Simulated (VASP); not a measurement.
# KCd2P2 (P-6m2) in VASP: further runs

Runs on KCd2P2. Level: PBE. Tasks: relaxation of cell and atoms, single point.

All numbers are computed with VASP 6.6.1; they aren't measurements. Logs are shortened: lines on timing, memory, paths and dates and some standing lists are left out, and cuts for length are marked.

**1. The cell of the first run**

It takes space group P-6m2 (No. 187, hexagonal). Conventional cell: a = 4.939 Å, b = 4.939 Å, c = 6.525 Å, α = 90.00°, β = 90.00°, γ = 120.00°. K (site symmetry -6m2) has 5 Cd at 2.85 to 3.26 Å and 6 P at 3.57 Å within 3.8 Å. Within 4.0 Å of Cd (site symmetry -6m2) lie 6 P at 3.06 Å and 2 K at 3.26 Å. Cd (site symmetry -6m2) has 3 K at 2.85 Å and 6 P at 3.57 Å within 3.8 Å. Within 2.9 Å of P (site symmetry 3m) lie 1 P at 2.22 Å.

The cell was built from a structure type or drawn by symmetry, and may not be a known phase.

**2. Relaxation of cell and atoms, PBE**

Contents of INCAR:

```
ALGO = Normal
EDIFF = 1E-7
EDIFFG = -0.04
ENCUT = 500
GGA = PE
GGA_COMPAT = F
IBRION = 2
ISIF = 3
ISMEAR = 0
LASPH = T
LCHARG = F
LREAL = F
LWAVE = F
NELM = 120
NELMIN = 4
NSW = 90
PREC = Accurate
SIGMA = 0.1
```

Contents of KPOINTS:

```
k-points
0
Gamma
  6 6 4
```

Contents of POSCAR:

```
KCd2P2
1.0
    4.9393468135      0.0000000000      0.0000000000
   -2.4696734068      4.2775998186      0.0000000000
    0.0000000000      0.0000000000      6.5245887618
K Cd P
1 2 2
Direct
    0.6666666667      0.3333333333      0.0000000000
    0.6666666667      0.3333333333      0.5000000000
    0.3333333333      0.6666666667      0.0000000000
    0.0000000000      0.0000000000      0.6700004723
    0.0000000000      0.0000000000      0.3299995277
```

Potentials or basis: VASP PAW PBE potentials, release 64 (K_sv, Cd, P).

Started as:

```
$ cat potpaw_PBE.64/K_sv/POTCAR potpaw_PBE.64/Cd/POTCAR potpaw_PBE.64/P/POTCAR > POTCAR
$ mpirun -np 1 vasp_std > vasp.out
```

OUTCAR:

```text
EDIFF = 1E-7
   EDIFFG = -0.04
   ENCUT = 500
   GGA = PE
   IBRION = 2
   ISIF = 3
   ISMEAR = 0
   LASPH = T
   LREAL = F
   NELM = 120
   NELMIN = 4
   NSW = 90
   PREC = Accurate

 ion  position               nearest neighbor table
   1  0.667  0.333  0.000-   3 2.85   3 2.85   3 2.85   2 3.26   2 3.26
   2  0.667  0.333  0.500-   4 3.06   5 3.06   4 3.06   5 3.06   4 3.06   5 3.06   1 3.26   1 3.26

   3  0.333  0.667  0.000-   1 2.85   1 2.85   1 2.85
   4  0.000  0.000  0.670-   5 2.22   2 3.06   2 3.06   2 3.06
   5  0.000  0.000  0.330-   4 2.22   2 3.06   2 3.06   2 3.06

  LATTYP: Found a hexagonal cell.
 ALAT       =     4.9393468135
 C/A-ratio  =     1.3209416160

  Lattice vectors:

 A1 = (   4.9393468135,   0.0000000000,   0.0000000000)
 A2 = (  -2.4696734068,   4.2775998186,   0.0000000000)
 A3 = (   0.0000000000,   0.0000000000,   6.5245887618)

Analysis of symmetry for initial positions (statically):
=====================================================================
 Subroutine PRICEL returns:
 Original cell was already a primitive cell.

 Routine SETGRP: Setting up the symmetry group for a
 hexagonal supercell.

 Subroutine GETGRP returns: Found 12 space group operations
 (whereof 12 operations were pure point group operations)
 out of a pool of 24 trial point group operations.

The static configuration has the point symmetry D_3h.

Analysis of symmetry for dynamics (positions and initial velocities):
=====================================================================
 Subroutine PRICEL returns:
 Original cell was already a primitive cell.

 Routine SETGRP: Setting up the symmetry group for a
 hexagonal supercell.

 Subroutine GETGRP returns: Found 12 space group operations
 (whereof 12 operations were pure point group operations)
 out of a pool of 24 trial point group operations.

The dynamic configuration has the point symmetry D_3h.

 Subroutine INISYM returns: Found 12 space group operations
 (whereof 12 operations are pure point group operations),
 and found     1 'primitive' translations

----------------------------------------------------------------------------------------

                                     Primitive cell

  volume of cell :     137.8551

  direct lattice vectors                    reciprocal lattice vectors
     4.939346814  0.000000000  0.000000000     0.202455919  0.116887980  0.000000000
    -2.469673407  4.277599819  0.000000000     0.000000000  0.233775959  0.000000000
     0.000000000  0.000000000  6.524588762     0.000000000  0.000000000  0.153266365
[... 78 lines left out ...]
   ISTART =      0    job   : 0-new  1-cont  2-samecut
   ICHARG =      2    charge: 1-file 2-atom 10-const
   ISPIN  =      1    spin polarized calculation?
   LNONCOLLINEAR =      F non collinear calculations
   LSORBIT =      F    spin-orbit coupling
   LASPH  =      T    aspherical Exc in radial PAW
   ENCUT  =  500.0 eV  36.75 Ry    6.06 a.u.   9.01  9.01 11.90*2*pi/ulx,y,z
   NELM   =    120;   NELMIN=  4; NELMDL= -5     # of ELM steps
   EDIFF  = 0.1E-06   stopping-criterion for ELM
   LREAL  =      F    real-space projection
   EDIFFG = -.4E-01   stopping-criterion for IOM
   NSW    =     90    number of steps for IOM
   IBRION =      2    ionic relax: 0-MD 1-quasi-New 2-CG
   NFREE  =      1    steps in history (QN), initial steepest desc. (CG)
   ISIF   =      3    stress and relaxation
   ISYM   =      2    0-nonsym 1-usesym 2-fastsym
   POTIM  = 0.5000    time-step for ionic-motion
   TEBEG  =    0.0;   TEEND  =   0.0 temperature during run
   PSTRESS=    0.0 pullay stress
   NELECT =      43.0000    total number of electrons
   NUPDOWN=      -1.0000    fix difference up-down
   EMIN   =  10.00;   EMAX   =-10.00  energy-range for DOS
   EFERMI =   0.00;   METHOD = LEGACY
   ISMEAR =     0;   SIGMA  =   0.10  broadening in eV -4-tet -1-fermi 0-gaus
   EFERMI_NEDOS =   21; number of points for ismear=-14 and -15
   IALGO  =     38    algorithm
   IMIX   =      4    mixing-type and parameters
     AMIX     =   0.40;   BMIX     =  1.00
     AMIX_MAG =   1.60;   BMIX_MAG =  1.00
  volume/ion in A,a.u.               =      27.57       186.06
  Fermi-wavevector in a.u.,A,eV,Ry     =   1.110257  2.098081 16.771491  1.232670
  Thomas-Fermi vector in A             =   2.246806
   LORBIT       =      0    0 simple, 1 ext, 2 COOP (PROOUT), +10 PAW based schemes
   GGA     = PE    functional components
   LHFCALC =     F    Hartree Fock is set to
   AEXX    =    0.0000 exact exchange contribution
   IVDW    =     0    specifies the selected vdW correction
   LEPSILON=     F    determine dielectric tensor
   LRPA    =     F    only Hartree local field effects (RPA)
 conjugate gradient relaxation of ions
 non-spin polarized calculation
 Gauss-broadening in eV      SIGMA  =   0.10
  energy-cutoff  :      500.00
  volume of cell :      137.86
 maximum number of plane-waves:      3519
 NGX is ok and might be reduce to    36

--------------------------------------- Ionic step        1  -------------------------------------------

 number of electron      42.9999989 magnetization

 Free energy of the ion-electron system (eV)
  ---------------------------------------------------
  ext. energy  EPLUGINS =         0.00000000
  ---------------------------------------------------
  free energy    TOTEN  =       -11.15422880 eV

  energy without entropy =      -11.12391677  energy(sigma->0) =      -11.13907279

------------------------ aborting loop because EDIFF is reached ----------------------------------------

  FORCE on cell =-STRESS in cart. coord.  units (eV):
  Direction    XX          YY          ZZ          XY          YZ          ZX
  --------------------------------------------------------------------------------------
  -------------------------------------------------------------------------------------
  Total        0.7158284      0.7158284     -0.5933927     -0.0000000     -0.0000000     -0.0000000
  in kB        8.3194896      8.3194896     -6.8965196     -0.0000000     -0.0000000     -0.0000000
  external PRESSURE =       3.2474866 kB  Pullay stress =       0.0000000 kB
[... 221 lines left out ...]
--------------------------------------- Ionic step        7  -------------------------------------------

 number of electron      42.9999994 magnetization

 Free energy of the ion-electron system (eV)
  ---------------------------------------------------
  ext. energy  EPLUGINS =         0.00000000
  ---------------------------------------------------
  free energy    TOTEN  =       -11.17253613 eV

  energy without entropy =      -11.14153117  energy(sigma->0) =      -11.15703365

 E-fermi :   2.0458     XC(G=0):  -8.9117

 val. band max:        2.0044454762   @ k =   0.3333  -0.0000   0.2500
 cond. band min:       2.0533223234   @ k =   0.1667   0.0000   0.2500
 fundamental gap:      0.0488768473
 Fermi energy:         2.0457698112

 k-point     1 :       0.0000    0.0000    0.0000
  band No.  band energies     occupation
      1     -28.6123      2.00000
      2     -12.2729      2.00000
      3     -12.2729      2.00000
      4     -12.1898      2.00000
      5      -9.7450      2.00000
      6      -6.6302      2.00000
[... 609 lines left out ...]
  FREE ENERGIE OF THE ION-ELECTRON SYSTEM (eV)
  ---------------------------------------------------
  free  energy   TOTEN  =       -11.1725361294 eV

  energy  without entropy=      -11.1415311746  energy(sigma->0) =      -11.15703365

 reached required accuracy - stopping structural energy minimisation
```

OSZICAR:

```text
N       E                     dE             d eps       ncg     rms          rms(c)
DAV:   1     0.289125169954E+03    0.28913E+03   -0.20022E+04  1050   0.149E+03
DAV:   2     0.847167904731E+01   -0.28065E+03   -0.27699E+03  1091   0.384E+02
DAV:   3    -0.113810431325E+02   -0.19853E+02   -0.19701E+02  1680   0.917E+01
[... 70 lines left out ...]
DAV:   6    -0.111725324237E+02   -0.16791E-04   -0.16626E-04  1415   0.112E-01    0.241E-02
DAV:   7    -0.111725338568E+02   -0.14331E-05   -0.10848E-05  1347   0.187E-02    0.121E-02
DAV:   8    -0.111725364413E+02   -0.25845E-05   -0.24451E-06  1183   0.111E-02    0.236E-03
DAV:   9    -0.111725361489E+02    0.29237E-06   -0.23883E-07   870   0.434E-03    0.943E-04
DAV:  10    -0.111725361294E+02    0.19557E-07   -0.34432E-08   585   0.108E-03
   7 F= -.11172536E+02 E0= -.11157034E+02  d E =-.477994E-02
```

CONTCAR:

```text
KCd2P2
   1.00000000000000
     5.0112441364887790   -0.0000000000008356    0.0000000000000000
    -2.5056220682958412    4.3398647267731123   -0.0000000000000000
    -0.0000000000000000   -0.0000000000000000    6.3277536871111613
  K               Cd              P
     1     2     2
Direct
     0.6666666667000030    0.3333333332999970    0.0000000000000000
     0.6666666667000030    0.3333333332999970    0.5000000000000000
     0.3333333332999970    0.6666666667000030    0.0000000000000000
     0.0000000000000000    0.0000000000000000    0.6754715040641137
     0.0000000000000000    0.0000000000000000    0.3245284959358863

  0.00000000E+00  0.00000000E+00  0.00000000E+00
  0.00000000E+00  0.00000000E+00  0.00000000E+00
  0.00000000E+00  0.00000000E+00  0.00000000E+00
  0.00000000E+00  0.00000000E+00  0.00000000E+00
  0.00000000E+00  0.00000000E+00  0.00000000E+00
```

It took 2.9 min on 1 thread of Intel Xeon Platinum 8559C (Emerald Rapids), shared host; peak memory 0.28 GiB.

What came out:

```yaml
Free_energy: -11.1725 eV
Relaxed_volume: 27.52 Å³/atom
Relaxed_cell: a = 5.011 Å, b = 5.011 Å, c = 6.328 Å, α = 90.00°, β = 90.00°, γ = 120.00°
Space_group_after_relaxing_to_0.1_Å: P-6m2 (No. 187)
Energy_gained_by_relaxing: 3.7 meV/atom
Ionic_steps: 7
Pressure_after_relaxing: -0.1 GPa
Largest_force_after_relaxing: 0.020 eV/Å
Band_gap_on_the_k_mesh: zero (an odd number of electrons rules out a gap without spin polarisation)
```

Forces in eV/Å, atoms in the order of the input:
```
K    0.000  0.000  0.000
Cd   0.000  0.000  0.000
Cd   0.000  0.000  0.000
P    0.000  0.000  0.020
P    0.000  0.000 -0.020
```

The path:
```
step  energy change (eV)  largest force (eV/Å)  pressure (GPa)  volume (Å³)
   1              0.0000                0.0039            0.32       137.86
   2             -0.0092                0.1214            0.16       138.97
   3             -0.0113                0.1928            0.07       139.81
   4             -0.0135                0.0139           -0.25       140.41
   5             -0.0135                0.0138           -0.24       140.41
   6             -0.0154                0.0137           -0.21       139.71
   7             -0.0183                0.0196           -0.08       137.62
```

Final structure:
```yaml
crystal:
  lattice:
    - [5.01124, 0.00000, 0.00000]
    - [-2.50562, 4.33986, 0.00000]
    - [0.00000, 0.00000, 6.32775]
  atoms:
    - { symbol: K, position: [0.66667, 0.33333, 0.00000] }
    - { symbol: Cd, position: [0.66667, 0.33333, 0.50000] }
    - { symbol: Cd, position: [0.33333, 0.66667, 0.00000] }
    - { symbol: P, position: [0.00000, 0.00000, 0.67547] }
    - { symbol: P, position: [0.00000, 0.00000, 0.32453] }
```

**3. Single point, PBE**

This run uses another cell than the first one, of the same volume but with other edges.

Contents of INCAR:

```
SYSTEM = KCd2P2
PREC = Accurate
ENCUT = 500
EDIFF = 1E-6
ISMEAR = 0
SIGMA = 0.1
LREAL = .False.
LASPH = .True.
NELM = 120
ALGO = Normal
ISIF = 2
LWAVE = .False.
LCHARG = .False.
GGA = PE
NBANDS = 30
GGA_COMPAT = .False.
```

Contents of KPOINTS:

```
regular mesh
0
Gamma
  12 12 6
  0 0 0
```

Contents of POSCAR:

```
KCd2P2
1.0
    5.0368218208      0.0000000000      0.0000000000
   -2.5184109104      4.3620156511      0.0000000000
    0.0000000000      0.0000000000      6.2694324737
K Cd P
1 2 2
Direct
    0.6666666667      0.3333333333      0.0000000000
    0.6666666667      0.3333333333      0.5000000000
    0.3333333333      0.6666666667      0.0000000000
    0.0000000000      0.0000000000      0.6755394050
    0.0000000000      0.0000000000      0.3244605950
```

Potentials or basis: VASP PAW PBE potentials, release 64 (K_sv, Cd, P).

Started as:

```
$ cat potpaw_PBE.64/K_sv/POTCAR potpaw_PBE.64/Cd/POTCAR potpaw_PBE.64/P/POTCAR > POTCAR
$ mpirun -np 1 vasp_std > vasp.out
```

OUTCAR:

```text
SYSTEM = KCd2P2
   PREC = Accurate
   ENCUT = 500
   EDIFF = 1E-6
   ISMEAR = 0
   LREAL = .False.
   LASPH = .True.
   NELM = 120
   ISIF = 2
   GGA = PE

 ion  position               nearest neighbor table
   1  0.667  0.333  0.000-   3 2.91   3 2.91   3 2.91   2 3.13   2 3.13
   2  0.667  0.333  0.500-   4 3.11   5 3.11   4 3.11   5 3.11   4 3.11   5 3.11   1 3.13   1 3.13

   3  0.333  0.667  0.000-   1 2.91   1 2.91   1 2.91
   4  0.000  0.000  0.676-   5 2.20   2 3.11   2 3.11   2 3.11
   5  0.000  0.000  0.324-   4 2.20   2 3.11   2 3.11   2 3.11
[... 998 lines left out ...]
  -------------------------------------------------------------------------------------
  Total        0.1010300      0.1010300     -0.0290019      0.0000000      0.0000000      0.0000000
  in kB        1.1751383      1.1751383     -0.3373379      0.0000000      0.0000000      0.0000000
  external PRESSURE =       0.6709796 kB  Pullay stress =       0.0000000 kB

 VOLUME and BASIS-vectors are now :
 -----------------------------------------------------------------------------
  energy-cutoff  :      500.00
  volume of cell :      137.74
      direct lattice vectors                 reciprocal lattice vectors
     5.036821821  0.000000000  0.000000000     0.198537895  0.114625907  0.000000000
    -2.518410910  4.362015651  0.000000000     0.000000000  0.229251814  0.000000000
     0.000000000  0.000000000  6.269432474     0.000000000  0.000000000  0.159504071

 POSITION                                       TOTAL-FORCE (eV/Angst)
 -----------------------------------------------------------------------------------
      2.51841      1.45401      0.00000        -0.000000      0.000000      0.000000
      2.51841      1.45401      3.13472        -0.000000      0.000000      0.000000
     -0.00000      2.90801      0.00000         0.000000     -0.000000      0.000000
      0.00000      0.00000      4.23525        -0.000000     -0.000000     -0.044207
      0.00000      0.00000      2.03418        -0.000000      0.000000      0.044207
 -----------------------------------------------------------------------------------
    total drift:                               -0.000000      0.000000      0.000000

  FREE ENERGIE OF THE ION-ELECTRON SYSTEM (eV)
  ---------------------------------------------------
  free  energy   TOTEN  =       -11.1836434860 eV

  energy  without entropy=      -11.1581109439  energy(sigma->0) =      -11.17087721
```

It took 2.6 min on 1 thread of Intel Xeon Platinum 8559C (Emerald Rapids), shared host; peak memory 0.43 GiB.

What came out:

```
Free energy            : -11.1836 eV
Pressure               : 0.1 GPa
Largest force          : 0.044 eV/Å
Band gap on the k mesh : zero (an odd number of electrons rules out a gap without spin polarisation)
```

Forces in eV/Å, atoms in the order of the input:
```
K    0.000  0.000  0.000
Cd   0.000  0.000  0.000
Cd   0.000  0.000  0.000
P    0.000  0.000 -0.044
P    0.000  0.000  0.044
```
